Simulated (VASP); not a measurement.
# As in VASP: a series of runs, part 2 of 2

VASP 6.6.1.

### Step 5. Single point, r2SCAN

This run uses another cell than the first one.

The input, POSCAR:

```
As
1.0
    4.8073435832      0.0000000000      0.0000000000
    0.0000000000      3.6338992309      0.0000000000
    0.0000000000      0.0000000000     28.2703730404
As
4
Direct
    0.0760355816      0.0000000000      0.3777315121
    0.4239644184      0.5000000000      0.3777315121
    0.5760355816      0.5000000000      0.2943501748
    0.9239644184      0.0000000000      0.2943501748
```

The input, INCAR.step1:

```
PREC = Accurate
ENCUT = 520
ISMEAR = 0
SIGMA = 0.01
LREAL = False
LASPH = True
NELM = 80
LDIPOL = True
IDIPOL = 3
DIPOL = 0.5 0.5 0.336
NBANDS = 18
GGA = PE
ALGO = Normal
EDIFF = 1E-4
LWAVE = True
LCHARG = False
```

The input, INCAR.step2:

```
PREC = Accurate
ENCUT = 520
EDIFF = 1E-6
ISMEAR = 0
SIGMA = 0.01
LREAL = False
LASPH = True
NELM = 80
ALGO = Normal
ISIF = 2
LWAVE = False
LCHARG = True
LDIPOL = True
IDIPOL = 3
DIPOL = 0.5 0.5 0.336
METAGGA = R2SCAN
LMIXTAU = True
LELF = True
LVHAR = True
LVACPOTAV = True
NBANDS = 18
ISTART = 1
```

The input, KPOINTS:

```
regular mesh
0
Gamma
  6 8 1
```

Potentials or basis: VASP PAW PBE potentials, release 64 (As).

Command:

```bash
$ cat potpaw_PBE.64/As/POTCAR > POTCAR
$ cp INCAR.step1 INCAR
$ mpirun -np 1 vasp_std > vasp.out
$ cp INCAR.step2 INCAR
$ mpirun -np 1 vasp_std > vasp.out
```

OUTCAR:

```text
PREC = Accurate
   ENCUT = 520
   EDIFF = 1E-6
   ISMEAR = 0
   LREAL = False
   LASPH = True
   NELM = 80
   ISIF = 2
   METAGGA = R2SCAN
   ISTART = 1

 ion  position               nearest neighbor table
   1  0.076  0.000  0.378-   4 2.47   2 2.47   2 2.47
   2  0.424  0.500  0.378-   3 2.47   1 2.47   1 2.47
   3  0.576  0.500  0.294-   2 2.47   4 2.47   4 2.47
   4  0.924  0.000  0.294-   1 2.47   3 2.47   3 2.47

  LATTYP: Found a simple orthorhombic cell.
 ALAT       =     3.6338992309
 B/A-ratio  =     1.3229160408
 C/A-ratio  =     7.7796249274

  Lattice vectors:

 A1 = (   0.0000000000,  -3.6338992309,   0.0000000000)
 A2 = (   4.8073435832,   0.0000000000,   0.0000000000)
 A3 = (   0.0000000000,   0.0000000000,  28.2703730404)

Analysis of symmetry for initial positions (statically):
=====================================================================
 Subroutine PRICEL returns:
 Original cell was already a primitive cell.

 Routine SETGRP: Setting up the symmetry group for a
 simple orthorhombic supercell.

 Subroutine GETGRP returns: Found  8 space group operations
 (whereof  2 operations were pure point group operations)
 out of a pool of  8 trial point group operations.

The static configuration has the point symmetry C_1h.
 The point group associated with its full space group is D_2h.

Analysis of symmetry for dynamics (positions and initial velocities):
=====================================================================
 Subroutine PRICEL returns:
 Original cell was already a primitive cell.

 Routine SETGRP: Setting up the symmetry group for a
 simple orthorhombic supercell.

 Subroutine GETGRP returns: Found  8 space group operations
 (whereof  2 operations were pure point group operations)
 out of a pool of  8 trial point group operations.

The dynamic configuration has the point symmetry C_1h.
 The point group associated with its full space group is D_2h.

 Subroutine INISYM returns: Found  8 space group operations
 (whereof  2 operations are pure point group operations),
 and found     1 'primitive' translations

----------------------------------------------------------------------------------------

                                     Primitive cell

  volume of cell :     493.8665

  direct lattice vectors                    reciprocal lattice vectors
     4.807343583  0.000000000  0.000000000     0.208015088  0.000000000  0.000000000
     0.000000000  3.633899231  0.000000000     0.000000000  0.275186497  0.000000000
     0.000000000  0.000000000 28.270373040     0.000000000  0.000000000  0.035372720

  length of vectors
     4.807343583  3.633899231 28.270373040     0.208015088  0.275186497  0.035372720

  position of ions in fractional coordinates (direct lattice)
     0.076035582  0.000000000  0.377731512
     0.423964418  0.500000000  0.377731512
     0.576035582  0.500000000  0.294350175
     0.923964418  0.000000000  0.294350175

  ion indices of the primitive-cell ions
   primitive index   ion index
                 1           1
                 2           2
                 3           3
                 4           4

----------------------------------------------------------------------------------------
[... 32 lines left out ...]
  0.166667  0.125000  0.000000      4.000000
[... 12 lines left out ...]
  0.333333  0.500000  0.000000      2.000000
  0.500000  0.500000  0.000000      1.000000
   k-points           NKPTS =     20   k-points in BZ     NKDIM =     20   number of bands    NBANDS=     18
   number of dos      NEDOS =    301   number of ions     NIONS =      4
   total plane-waves  NPLWV = 211680
   dimension x,y,z NGX =    36 NGY =   28 NGZ =  210
   dimension x,y,z NGXF=    72 NGYF=   56 NGZF=  420
   ions per type =               4
   NGX,Y,Z   is equivalent  to a cutoff of  12.45, 12.81, 12.35 a.u.
   NGXF,Y,Z  is equivalent  to a cutoff of  24.90, 25.62, 24.70 a.u.
 SYSTEM =  unknown system
   PREC   = accura    normal or accurate (medium, high low for compatibility)
   ISTART =      1    job   : 0-new  1-cont  2-samecut
   ICHARG =      0    charge: 1-file 2-atom 10-const
   ISPIN  =      1    spin polarized calculation?
   LNONCOLLINEAR =      F non collinear calculations
   LSORBIT =      F    spin-orbit coupling
   LASPH  =      T    aspherical Exc in radial PAW
   ENCUT  =  520.0 eV  38.22 Ry    6.18 a.u.   8.94  6.76 52.56*2*pi/ulx,y,z
   NELM   =     80;   NELMIN=  2; NELMDL=  0     # of ELM steps
   EDIFF  = 0.1E-05   stopping-criterion for ELM
   LREAL  =      F    real-space projection
   EDIFFG = 0.1E-04   stopping-criterion for IOM
   NSW    =      0    number of steps for IOM
   IBRION =     -1    ionic relax: 0-MD 1-quasi-New 2-CG
   NFREE  =      0    steps in history (QN), initial steepest desc. (CG)
   ISIF   =      2    stress and relaxation
   ISYM   =      2    0-nonsym 1-usesym 2-fastsym
   POTIM  = 0.5000    time-step for ionic-motion
   TEBEG  =    0.0;   TEEND  =   0.0 temperature during run
   PSTRESS=    0.0 pullay stress
   NELECT =      20.0000    total number of electrons
   NUPDOWN=      -1.0000    fix difference up-down
   EMIN   =  10.00;   EMAX   =-10.00  energy-range for DOS
   EFERMI =   0.00;   METHOD = LEGACY
   ISMEAR =     0;   SIGMA  =   0.01  broadening in eV -4-tet -1-fermi 0-gaus
   EFERMI_NEDOS =   21; number of points for ismear=-14 and -15
   IALGO  =     38    algorithm
   IMIX   =      4    mixing-type and parameters
     AMIX     =   0.40;   BMIX     =  1.00
     AMIX_MAG =   1.60;   BMIX_MAG =  1.00
  volume/ion in A,a.u.               =     123.47       833.19
  Fermi-wavevector in a.u.,A,eV,Ry     =   0.562188  1.062381  4.300195  0.316055
  Thomas-Fermi vector in A             =   1.598802
   LORBIT       =      0    0 simple, 1 ext, 2 COOP (PROOUT), +10 PAW based schemes
   METAGGA = R2SCAN    functional components
   LHFCALC =     F    Hartree Fock is set to
   AEXX    =    0.0000 exact exchange contribution
   IVDW    =     0    specifies the selected vdW correction
   LEPSILON=     F    determine dielectric tensor
   LRPA    =     F    only Hartree local field effects (RPA)
 non-spin polarized calculation
 Gauss-broadening in eV      SIGMA  =   0.01
  energy-cutoff  :      520.00
  volume of cell :      493.87
 maximum number of plane-waves:     13356
 NGX is ok and might be reduce to    36
   NGX = 17   NGY = 13   NGZ =105

 number of electron      19.9999994 magnetization

 dipolmoment           0.000000      0.000000      0.000000 electrons x Angstroem

 Free energy of the ion-electron system (eV)
  ---------------------------------------------------
  ext. energy  EPLUGINS =         0.00000000
  ---------------------------------------------------
  free energy    TOTEN  =       -58.63460454 eV

  energy without entropy =      -58.63460454  energy(sigma->0) =      -58.63460454

 E-fermi :  -3.2015     XC(G=0):  -2.1904

 val. band max:       -3.2930149825   @ k =   0.0000   0.0000   0.0000
 cond. band min:      -2.1627889975   @ k =   0.0000   0.0000   0.0000
 fundamental gap:      1.1302259850
 Fermi energy:        -3.2015443130

 k-point     1 :       0.0000    0.0000    0.0000
  band No.  band energies     occupation
      1     -17.9776      2.00000
      2     -15.7513      2.00000
      3     -12.8879      2.00000
      4      -9.4243      2.00000
      5      -8.1293      2.00000
      6      -7.0913      2.00000
[... 397 lines left out ...]
      5      -7.8772      2.00000
      6      -7.8772      2.00000
[... 10 lines left out ...]
     17       3.3645      0.00000
     18       3.3645      0.00000

------------------------ aborting loop because EDIFF is reached ----------------------------------------

 vacuum level on the upper side and lower side of the slab       (xc-potential included)        -0.059        -0.059

  FORCE on cell =-STRESS in cart. coord.  units (eV):
  Direction    XX          YY          ZZ          XY          YZ          ZX
  --------------------------------------------------------------------------------------
  -------------------------------------------------------------------------------------
  Total        0.1497099     -0.0599701      0.0988568     -0.0000000      0.0000000      0.0000000
  in kB        0.4856815     -0.1945519      0.3207063     -0.0000000      0.0000000      0.0000000
  external PRESSURE =       0.2039453 kB  Pullay stress =       0.0000000 kB

 VOLUME and BASIS-vectors are now :
 -----------------------------------------------------------------------------
  energy-cutoff  :      520.00
  volume of cell :      493.87
      direct lattice vectors                 reciprocal lattice vectors
     4.807343583  0.000000000  0.000000000     0.208015088  0.000000000  0.000000000
     0.000000000  3.633899231  0.000000000     0.000000000  0.275186497  0.000000000
     0.000000000  0.000000000 28.270373040     0.000000000  0.000000000  0.035372720

 POSITION                                       TOTAL-FORCE (eV/Angst)
 -----------------------------------------------------------------------------------
      0.36553      0.00000     10.67861        -0.028265     -0.000000      0.022338
      2.03814      1.81695     10.67861         0.028265     -0.000000      0.022338
      2.76920      1.81695      8.32139        -0.028265      0.000000     -0.022338
      4.44181      0.00000      8.32139         0.028265     -0.000000     -0.022338
 -----------------------------------------------------------------------------------
    total drift:                               -0.000000      0.000000     -0.000053

  FREE ENERGIE OF THE ION-ELECTRON SYSTEM (eV)
  ---------------------------------------------------
  free  energy   TOTEN  =       -58.6346045393 eV

  energy  without entropy=      -58.6346045393  energy(sigma->0) =      -58.63460454

 vacuum level on the upper side and lower side of the slab         1.659         1.659
```

Wall time 16 min (1 thread of Intel Xeon 8259CL, shared host); peak memory 0.59 GiB.

What came out:

```yaml
Free_energy: -58.6346 eV
Largest_force: 0.036 eV/Å
Band_gap_on_the_k_mesh: 1.13 eV
Ionisation_potential_of_the_upper_face: 4.95 eV
```

Forces in eV/Å, atoms in the order of the input:
```
As  -0.028  0.000  0.022
As   0.028  0.000  0.022
As  -0.028  0.000 -0.022
As   0.028  0.000 -0.022
```

Caveat: the PAW data sets were made with another functional, which shifts forces and pressure a little.

### Step 6. Summary

```tsv
cell	gap on the mesh (eV)	largest force (eV/Å)
a = 4.687, b = 3.634, c = 28.270 Å, 4 atoms, atomic positions A	0.99	0.04
a = 4.759, b = 3.598, c = 28.270 Å, 4 atoms, atomic positions B	1.02	0.04
a = 4.807, b = 3.616, c = 28.270 Å, 4 atoms, atomic positions C	1.10	0.03
a = 4.807, b = 3.634, c = 28.270 Å, 4 atoms, atomic positions D	1.13	0.04
```

Alike in all rows: task single point; level r2SCAN; potentials or basis VASP PAW PBE potentials, release 64 (As); no spin polarisation; k mesh 6 × 8 × 1; cutoff (eV) 520; smearing gaussian 0.01 eV.

Caveats: the PAW data sets were made with another functional, which shifts forces and pressure a little.

Total energies depend on the potentials used, so only differences within one code and one set of settings carry meaning.
